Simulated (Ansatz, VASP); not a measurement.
## One calculation of B2P5, two programs

File INCAR:

```
SYSTEM = B2P5
  ALGO = Normal
  EDIFF = 1E-7
  EDIFFG = -0.01
  ENCUT = 600
  GGA = PE
  IBRION = 2
  ISIF = 3
  ISMEAR = 0
  LASPH = .True.
  LCHARG = .False.
  LREAL = .False.
  LWAVE = .False.
  NELM = 60
  NSW = 100
  PREC = Accurate
  SIGMA = 0.1
```

Contents of KPOINTS:

```
k-points
0
Gamma
  8 8 6
  0 0 0
```

The input POSCAR:

```
B2P5
1.0
    4.5741079990      0.0000000000      0.0000000000
    0.0000000000      4.5741079990      0.0000000000
    0.0000000000      0.0000000000      4.7846170936
B P
2 5
Direct
    0.5000000000      0.0000000000      0.5000000000
    0.0000000000      0.5000000000      0.5000000000
    0.0000000000      0.0000000000      0.0000000000
    0.7164633484      0.2835366516      0.7361073760
    0.2835366516      0.7164633484      0.7361073760
    0.7164633484      0.7164633484      0.2638926240
    0.2835366516      0.2835366516      0.2638926240
```

Input for Ansatz:

```yaml
crystal:
  lattice:
    - [4.574107999, 0.0, 0.0]
    - [0.0, 4.574107999, 0.0]
    - [0.0, 0.0, 4.7846170936]
  atoms:
    - { symbol: B, position: [0.5, 0.0, 0.5] }
    - { symbol: B, position: [0.0, 0.5, 0.5] }
    - { symbol: P, position: [0.0, 0.0, 0.0] }
    - { symbol: P, position: [0.7164633484, 0.2835366516, 0.736107376] }
    - { symbol: P, position: [0.2835366516, 0.7164633484, 0.736107376] }
    - { symbol: P, position: [0.7164633484, 0.7164633484, 0.263892624] }
    - { symbol: P, position: [0.2835366516, 0.2835366516, 0.263892624] }
basis:
  ecutwfc: 420
kpoints:
  mp_grid: { grid: [8, 8, 6] }
hamiltonian:
  xc: pbe
scf:
  occupations: { method: gaussian, width: 0.1 }
output:
  forces: true
  stress: true
  eigenvalues: true
relax:
  adjacent_minimum: "off"
  f_tol: 0.01
  max_steps: 80
  cell: { stress_tol: 0.05 }
```

Change from the starting cell: built by hand: pseudocubic CdIn2Se4 (ordered-vacancy zincblende) (P-42m, No. 111).

Alike in both runs: task relaxation of cell and atoms; functional PBE; k mesh 8 × 8 × 6; occupations gaussian, width 0.1 eV; no spin polarisation.

|  | VASP | Ansatz |
| --- | --- | --- |
| version | VASP 6.6.1 | Ansatz 0.2.0 |
| potentials or method | VASP PAW PBE potentials, release 64 (B, P), cutoff 600 eV | scalar-relativistic, plane waves, PAW |
| valence electrons in the cell | 31 | 31 |

VASP gave:

* gap on the k mesh at the Fermi level, each at its own relaxed structure (eV): none
* relaxed volume (Å³/atom): 14.26
* relaxed cell length with the largest relative difference (Å): 4.814

Problem. Which values does Ansatz return?

Solution. gap on the k mesh at the Fermi level, each at its own relaxed structure (eV): none; relaxed volume (Å³/atom): 14.28; relaxed cell length with the largest relative difference (Å): 4.823.

A gap of «none» marks a metal or a gap that the smearing closes.
